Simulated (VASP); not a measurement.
# CsLi26H27 (a cell with a defect) in VASP: electric field gradients with PBE

Aim: the electric field gradients of CsLi26H27 (a cell with a defect) with PBE.

Program: VASP 6.6.1. These are calculated values, not measurements. Logs are shortened: lines on timing, memory, paths and dates and some standing lists are left out, and cuts for length are marked.

### Step 1. The cell of the first run

The cell holds a defect, 54 atoms: a = 8.522 Å, b = 8.522 Å, c = 8.522 Å, α = 60.00°, β = 60.00°, γ = 60.00°.

### Step 2. Electric field gradients, PBE

Contents of INCAR:

```
PREC     = Accurate       # precision mode
ENCUT    = 520            # plane-wave cutoff, eV
EDIFF    = 1E-8           # SCF threshold, eV
ISMEAR   = -1             # smearing method
SIGMA    = 0.01           # smearing width, eV
LREAL    = Auto         
LASPH    = T              # aspherical terms in the spheres
NELM     = 100            # most SCF steps
ALGO     = Normal         # electronic algorithm
ISIF     = 2              # what is computed and relaxed
LWAVE    = F              # write WAVECAR
LCHARG   = F              # write CHGCAR
GGA      = PE             # functional
LEFG     = T            
NBANDS   = 90             # bands
```

Contents of KPOINTS:

```
Automatic mesh
0
Gamma
  3 3 3
```

Contents of POSCAR:

```
CsLi26H27
1.0
    0.0000000000      6.0258581757      6.0258581757
    6.0258581757      0.0000000000      6.0258581757
    6.0258581757      6.0258581757      0.0000000000
Cs Li H
1 26 27
Direct
    0.0000000000      0.0000000000      0.0000000000
    0.0000000000      0.0000000000      0.3333333333
    0.0000000000      0.0000000000      0.6666666667
    0.0000000000      0.3333333333      0.0000000000
    0.0000000000      0.3333333333      0.3333333333
    0.0000000000      0.3333333333      0.6666666667
    0.0000000000      0.6666666667      0.0000000000
    0.0000000000      0.6666666667      0.3333333333
    0.0000000000      0.6666666667      0.6666666667
    0.3333333333      0.0000000000      0.0000000000
    0.3333333333      0.0000000000      0.3333333333
    0.3333333333      0.0000000000      0.6666666667
    0.3333333333      0.3333333333      0.0000000000
    0.3333333333      0.3333333333      0.3333333333
    0.3333333333      0.3333333333      0.6666666667
    0.3333333333      0.6666666667      0.0000000000
    0.3333333333      0.6666666667      0.3333333333
    0.3333333333      0.6666666667      0.6666666667
    0.6666666667      0.0000000000      0.0000000000
    0.6666666667      0.0000000000      0.3333333333
    0.6666666667      0.0000000000      0.6666666667
    0.6666666667      0.3333333333      0.0000000000
    0.6666666667      0.3333333333      0.3333333333
    0.6666666667      0.3333333333      0.6666666667
    0.6666666667      0.6666666667      0.0000000000
    0.6666666667      0.6666666667      0.3333333333
    0.6666666667      0.6666666667      0.6666666667
    0.1666666667      0.1666666667      0.1666666667
    0.1666666667      0.1666666667      0.5000000000
    0.1666666667      0.1666666667      0.8333333333
    0.1666666667      0.5000000000      0.1666666667
    0.1666666667      0.5000000000      0.5000000000
    0.1666666667      0.5000000000      0.8333333333
    0.1666666667      0.8333333333      0.1666666667
    0.1666666667      0.8333333333      0.5000000000
    0.1666666667      0.8333333333      0.8333333333
    0.5000000000      0.1666666667      0.1666666667
    0.5000000000      0.1666666667      0.5000000000
    0.5000000000      0.1666666667      0.8333333333
    0.5000000000      0.5000000000      0.1666666667
    0.5000000000      0.5000000000      0.5000000000
    0.5000000000      0.5000000000      0.8333333333
    0.5000000000      0.8333333333      0.1666666667
    0.5000000000      0.8333333333      0.5000000000
    0.5000000000      0.8333333333      0.8333333333
    0.8333333333      0.1666666667      0.1666666667
    0.8333333333      0.1666666667      0.5000000000
    0.8333333333      0.1666666667      0.8333333333
    0.8333333333      0.5000000000      0.1666666667
    0.8333333333      0.5000000000      0.5000000000
    0.8333333333      0.5000000000      0.8333333333
    0.8333333333      0.8333333333      0.1666666667
    0.8333333333      0.8333333333      0.5000000000
    0.8333333333      0.8333333333      0.8333333333
```

Potentials or basis: VASP PAW PBE potentials, release 64 (Cs_sv, Li_sv, H).

On the command line:

```sh
$ cat potpaw_PBE.64/Cs_sv/POTCAR potpaw_PBE.64/Li_sv/POTCAR potpaw_PBE.64/H/POTCAR > POTCAR
$ mpirun -np 1 vasp_std > vasp.out
```

OUTCAR:

```text
PREC = Accurate
   ENCUT = 520
   EDIFF = 1E-8
   ISMEAR = -1
   LREAL = Auto
   LASPH = T
   NELM = 100
   ISIF = 2
   GGA = PE

 ion  position               nearest neighbor table
   1  0.000  0.000  0.000-  30 2.01  34 2.01  36 2.01  46 2.01  48 2.01  52 2.01  10 2.84  12 2.84
                            16 2.84  19 2.84  20 2.84  22 2.84   2 2.84   3 2.84   4 2.84   6 2.84
   2  0.000  0.000  0.333-   1 2.84
   3  0.000  0.000  0.667-   1 2.84
   4  0.000  0.333  0.000-   1 2.84
   5  0.000  0.333  0.333-
   6  0.000  0.333  0.667-   1 2.84
   7  0.000  0.667  0.000-   1 2.84
   8  0.000  0.667  0.333-   1 2.84
   9  0.000  0.667  0.667-
  10  0.333  0.000  0.000-   1 2.84
  11  0.333  0.000  0.333-
  12  0.333  0.000  0.667-   1 2.84
  13  0.333  0.333  0.000-
  14  0.333  0.333  0.333-
  15  0.333  0.333  0.667-
  16  0.333  0.667  0.000-   1 2.84
  17  0.333  0.667  0.333-
  18  0.333  0.667  0.667-
[... 22 lines left out ...]
  41  0.500  0.500  0.500-
  42  0.500  0.500  0.833-
  43  0.500  0.833  0.167-
  44  0.500  0.833  0.500-
  45  0.500  0.833  0.833-
  46  0.833  0.167  0.167-   1 2.01
  47  0.833  0.167  0.500-
  48  0.833  0.167  0.833-   1 2.01
  49  0.833  0.500  0.167-
  50  0.833  0.500  0.500-
  51  0.833  0.500  0.833-
  52  0.833  0.833  0.167-   1 2.01
  53  0.833  0.833  0.500-
  54  0.833  0.833  0.833-

  LATTYP: Found a face centered cubic cell.
 ALAT       =    12.0517163514

  Lattice vectors:

 A1 = (   0.0000000000,   6.0258581757,   6.0258581757)
 A2 = (   6.0258581757,   0.0000000000,   6.0258581757)
 A3 = (   6.0258581757,   6.0258581757,   0.0000000000)

Analysis of symmetry for initial positions (statically):
=====================================================================
 Subroutine PRICEL returns:
 Original cell was already a primitive cell.

 Routine SETGRP: Setting up the symmetry group for a
 face centered cubic supercell.

 Subroutine GETGRP returns: Found 48 space group operations
 (whereof 48 operations were pure point group operations)
 out of a pool of 48 trial point group operations.

The static configuration has the point symmetry O_h .

Analysis of symmetry for dynamics (positions and initial velocities):
=====================================================================
 Subroutine PRICEL returns:
 Original cell was already a primitive cell.

 Routine SETGRP: Setting up the symmetry group for a
 face centered cubic supercell.

 Subroutine GETGRP returns: Found 48 space group operations
 (whereof 48 operations were pure point group operations)
 out of a pool of 48 trial point group operations.

The dynamic configuration has the point symmetry O_h .

 Subroutine INISYM returns: Found 48 space group operations
 (whereof 48 operations are pure point group operations),
 and found     1 'primitive' translations

----------------------------------------------------------------------------------------

                                     Primitive cell

  volume of cell :     437.6095

  direct lattice vectors                    reciprocal lattice vectors
     0.000000000  6.025858176  6.025858176    -0.082975733  0.082975733  0.082975733
     6.025858176  0.000000000  6.025858176     0.082975733 -0.082975733  0.082975733
[... 173 lines left out ...]
   NFREE  =      0    steps in history (QN), initial steepest desc. (CG)
   ISIF   =      2    stress and relaxation
   ISYM   =      2    0-nonsym 1-usesym 2-fastsym
   POTIM  = 0.5000    time-step for ionic-motion
   TEBEG  =    0.0;   TEEND  =   0.0 temperature during run
   PSTRESS=    0.0 pullay stress
   NELECT =     114.0000    total number of electrons
   NUPDOWN=      -1.0000    fix difference up-down
   EMIN   =  10.00;   EMAX   =-10.00  energy-range for DOS
   EFERMI =   0.00;   METHOD = LEGACY
   ISMEAR =    -1;   SIGMA  =   0.01  broadening in eV -4-tet -1-fermi 0-gaus
   EFERMI_NEDOS =   21; number of points for ismear=-14 and -15
   IALGO  =     38    algorithm
   IMIX   =      4    mixing-type and parameters
     AMIX     =   0.40;   BMIX     =  1.00
     AMIX_MAG =   1.60;   BMIX_MAG =  1.00
  volume/ion in A,a.u.               =       8.10        54.69
  Fermi-wavevector in a.u.,A,eV,Ry     =   1.045557  1.975815 14.873734  1.093189
  Thomas-Fermi vector in A             =   2.180357
   LORBIT       =      0    0 simple, 1 ext, 2 COOP (PROOUT), +10 PAW based schemes
   GGA     = PE    functional components
   LHFCALC =     F    Hartree Fock is set to
   AEXX    =    0.0000 exact exchange contribution
   IVDW    =     0    specifies the selected vdW correction
   LEPSILON=     F    determine dielectric tensor
   LRPA    =     F    only Hartree local field effects (RPA)
 non-spin polarized calculation
  energy-cutoff  :      520.00
  volume of cell :      437.61
 maximum number of plane-waves:     11806
   NGX = 31   NGY = 31   NGZ = 31

 number of electron     114.0000001 magnetization

 Free energy of the ion-electron system (eV)
  ---------------------------------------------------
  ext. energy  EPLUGINS =         0.00000000
  ---------------------------------------------------
  free energy    TOTEN  =      -153.68788630 eV

  energy without entropy =     -153.68788630  energy(sigma->0) =     -153.68788630

 E-fermi :   1.6349     XC(G=0):  -8.7284

 val. band max:        1.3534900707   @ k =   0.3333   0.0000   0.0000
 cond. band min:       3.3983406198   @ k =   0.3333   0.3333   0.0000
 fundamental gap:      2.0448505491
 Fermi energy:         1.6348573183

 k-point     1 :       0.0000    0.0000    0.0000
  band No.  band energies     occupation
      1     -44.0526      2.00000
      2     -44.0357      2.00000
      3     -44.0357      2.00000
      4     -44.0357      2.00000
      5     -44.0354      2.00000
      6     -44.0354      2.00000
[... 277 lines left out ...]
     68       5.9331      0.00000
     69       5.9554      0.00000
 [bands above 69 left out]

------------------------ aborting loop because EDIFF is reached ----------------------------------------

  FORCE on cell =-STRESS in cart. coord.  units (eV):
  Direction    XX          YY          ZZ          XY          YZ          ZX
  --------------------------------------------------------------------------------------
  -------------------------------------------------------------------------------------
  Total       19.2018240     19.2018240     19.2018240     -0.0000000      0.0000000      0.0000000
  in kB       70.3017853     70.3017853     70.3017853     -0.0000000      0.0000000      0.0000000
  external PRESSURE =      70.3017853 kB  Pullay stress =       0.0000000 kB

 VOLUME and BASIS-vectors are now :
 -----------------------------------------------------------------------------
  energy-cutoff  :      520.00
  volume of cell :      437.61
      direct lattice vectors                 reciprocal lattice vectors
     0.000000000  6.025858176  6.025858176    -0.082975733  0.082975733  0.082975733
     6.025858176  0.000000000  6.025858176     0.082975733 -0.082975733  0.082975733
     6.025858176  6.025858176  0.000000000     0.082975733  0.082975733 -0.082975733

 POSITION                                       TOTAL-FORCE (eV/Angst)
 -----------------------------------------------------------------------------------
      0.00000      0.00000      0.00000        -0.000000      0.000000     -0.000000
      2.00862      2.00862      0.00000         0.429334      0.429334     -0.000000
      4.01724      4.01724      0.00000        -0.429334     -0.429334     -0.000000
      2.00862      0.00000      2.00862         0.429334      0.000000      0.429334
      4.01724      2.00862      2.00862         0.116767     -0.116767     -0.116767
      6.02586      4.01724      2.00862        -0.000000     -0.429334      0.429334
[... 46 lines left out ...]
      8.03448      8.03448     10.04310        -0.135810     -0.135810      0.135810
     10.04310     10.04310     10.04310         0.135810      0.135810      0.135810
 -----------------------------------------------------------------------------------
    total drift:                                0.000000      0.000000      0.000000

  FREE ENERGIE OF THE ION-ELECTRON SYSTEM (eV)
  ---------------------------------------------------
  free  energy   TOTEN  =      -153.6878863021 eV

  energy  without entropy=     -153.6878863021  energy(sigma->0) =     -153.68788630

 Electric field gradients (V/A^2)
---------------------------------------------------------------------
 ion       V_xx      V_yy      V_zz      V_xy      V_xz      V_yz
---------------------------------------------------------------------
   1       0.000     0.000    -0.000    -0.000    -0.000    -0.000
   2       0.016     0.016    -0.033     1.220     0.003     0.003
   3       0.016     0.016    -0.033     1.220     0.003     0.003
   4       0.016    -0.033     0.016     0.003     1.220     0.003
   5      -0.002     0.001     0.001    -0.016    -0.016     0.020
   6      -0.038     0.019     0.019     0.005     0.005    -1.213
[... 46 lines left out ...]
  53      -0.000    -0.000     0.000     0.052    -0.053    -0.053
  54       0.000    -0.000    -0.000     0.052     0.052     0.052
---------------------------------------------------------------------

 Electric field gradients after diagonalization (V/A^2)
 (convention: |V_zz| > |V_xx| > |V_yy|)
----------------------------------------------------------------------
 ion       V_xx      V_yy      V_zz     asymmetry (V_yy - V_xx)/ V_zz
----------------------------------------------------------------------
   1       0.000     0.000    -0.000       0.000
   2      -1.204    -0.033     1.237       0.947
   3      -1.204    -0.033     1.237       0.947
   4      -1.204    -0.033     1.237       0.947
   5      -0.018    -0.016     0.034       0.072
   6      -1.194    -0.038     1.232       0.938
[... 46 lines left out ...]
  53      -0.053    -0.052     0.105       0.004
  54      -0.052    -0.052     0.104       0.000
----------------------------------------------------------------------

           NMR quadrupolar parameters

 Cq : quadrupolar parameter    Cq=e*Q*V_zz/h
 eta: asymmetry parameters     (V_yy - V_xx)/ V_zz
 Q  : nuclear electric quadrupole moment in mb (millibarn)
----------------------------------------------------------------------
 ion       Cq(MHz)       eta       Q (mb)
----------------------------------------------------------------------
   1      -0.000       0.000       1.000
   2       0.003       0.947       1.000
   3       0.003       0.947       1.000
   4       0.003       0.947       1.000
   5       0.000       0.072       1.000
   6       0.003       0.938       1.000
[... 46 lines left out ...]
  53       0.000       0.004       1.000
  54       0.000       0.000       1.000
----------------------------------------------------------------------
```

Wall time 16 min (1 thread of Intel Xeon 8259CL, shared host); peak memory 0.61 GiB.

Results:

```yaml
Free_energy: -153.6879 eV
Largest_force: 3.802 eV/Å
Band_gap_on_the_k_mesh: 2.04 eV
Largest_electric_field_gradient_by_atom: Cs +0.0; Li +1.2, +0.0, -0.6 (each value once); H +0.1, +3.5, -0.1, -0.0 (each value once) V/Å²
```

Forces on the atoms (eV/Å):
```
Cs   0.000  0.000  0.000
Li   0.429  0.429  0.000
Li  -0.429 -0.429  0.000
Li   0.429  0.000  0.429
Li   0.117 -0.117 -0.117
Li   0.000 -0.429  0.429
Li  -0.429  0.000 -0.429
Li   0.000  0.429 -0.429
Li  -0.117  0.117  0.117
Li   0.000  0.429  0.429
Li  -0.117  0.117 -0.117
Li  -0.429  0.000  0.429
Li  -0.117 -0.117  0.117
Li   0.117  0.117  0.117
Li   0.000  0.000 -0.089
Li  -0.429  0.429  0.000
Li   0.000 -0.089  0.000
Li   0.089  0.000  0.000
Li   0.000 -0.429 -0.429
Li   0.429  0.000 -0.429
Li   0.117 -0.117  0.117
Li   0.429 -0.429  0.000
Li  -0.089  0.000  0.000
Li   0.000  0.089  0.000
Li   0.117  0.117 -0.117
Li   0.000  0.000  0.089
Li  -0.117 -0.117 -0.117
H   -0.136 -0.136 -0.136
H    0.136  0.136 -0.136
H    0.000  0.000  3.802
H    0.136 -0.136  0.136
H    0.000 -0.052 -0.052
H    0.052  0.000 -0.052
H    0.000  3.802  0.000
H    0.052 -0.052  0.000
H   -3.802  0.000  0.000
H   -0.136  0.136  0.136
H   -0.052  0.000 -0.052
H    0.000  0.052 -0.052
H   -0.052 -0.052  0.000
H    0.000  0.000  0.000
H    0.052  0.052  0.000
H    0.000 -0.052  0.052
H    0.052  0.000  0.052
H    0.136 -0.136 -0.136
H    3.802  0.000  0.000
H   -0.052  0.052  0.000
H    0.000 -3.802  0.000
H   -0.052  0.000  0.052
H    0.000  0.052  0.052
H   -0.136  0.136 -0.136
H    0.000  0.000 -3.802
H   -0.136 -0.136  0.136
H    0.136  0.136  0.136
```

Electric field gradients, principal values (V/Å²):
```csv
atom,least,middle,greatest (by size)
1 Cs,0.000,0.000,0.000
2 Li,-0.033,-1.204,1.237
3 Li,-0.033,-1.204,1.237
4 Li,-0.033,-1.204,1.237
5 Li,-0.016,-0.018,0.034
6 Li,-0.038,-1.194,1.232
7 Li,-0.033,-1.204,1.237
8 Li,-0.038,-1.194,1.232
9 Li,-0.016,-0.018,0.034
10 Li,-0.033,-1.204,1.237
11 Li,-0.016,-0.018,0.034
12 Li,-0.038,-1.194,1.232
13 Li,-0.016,-0.018,0.034
14 Li,-0.021,-0.021,0.043
15 Li,0.289,0.293,-0.581
16 Li,-0.038,-1.194,1.232
17 Li,0.289,0.293,-0.581
18 Li,0.289,0.293,-0.581
19 Li,-0.033,-1.204,1.237
20 Li,-0.038,-1.194,1.232
21 Li,-0.016,-0.018,0.034
22 Li,-0.038,-1.194,1.232
23 Li,0.289,0.293,-0.581
24 Li,0.289,0.293,-0.581
25 Li,-0.016,-0.018,0.034
26 Li,0.289,0.293,-0.581
27 Li,-0.021,-0.021,0.043
28 H,-0.052,-0.052,0.104
29 H,-0.052,-0.053,0.105
30 H,-1.726,-1.727,3.453
31 H,-0.052,-0.053,0.105
32 H,0.022,0.107,-0.128
33 H,0.022,0.107,-0.130
34 H,-1.726,-1.727,3.453
35 H,0.022,0.107,-0.130
36 H,-1.726,-1.727,3.453
37 H,-0.052,-0.053,0.105
38 H,0.022,0.107,-0.128
39 H,0.022,0.107,-0.130
40 H,0.022,0.107,-0.128
41 H,0.001,0.001,-0.002
42 H,0.022,0.107,-0.128
43 H,0.022,0.107,-0.130
44 H,0.022,0.107,-0.128
45 H,-0.052,-0.053,0.105
46 H,-1.726,-1.727,3.453
47 H,0.022,0.107,-0.130
48 H,-1.726,-1.727,3.453
49 H,0.022,0.107,-0.130
50 H,0.022,0.107,-0.128
51 H,-0.052,-0.053,0.105
52 H,-1.726,-1.727,3.453
53 H,-0.052,-0.053,0.105
54 H,-0.052,-0.052,0.104
```

Caveat: the cutoff is under 1.25 times the usual one of these potentials, so pressure, stress and relaxed cells hold a basis-set (Pulay) error; without QUAD_EFG the Cq values of the log hold for a quadrupole moment of 1 mb, not for the nuclei; spin-orbit coupling is left out, which moves the levels of the heavy elements.
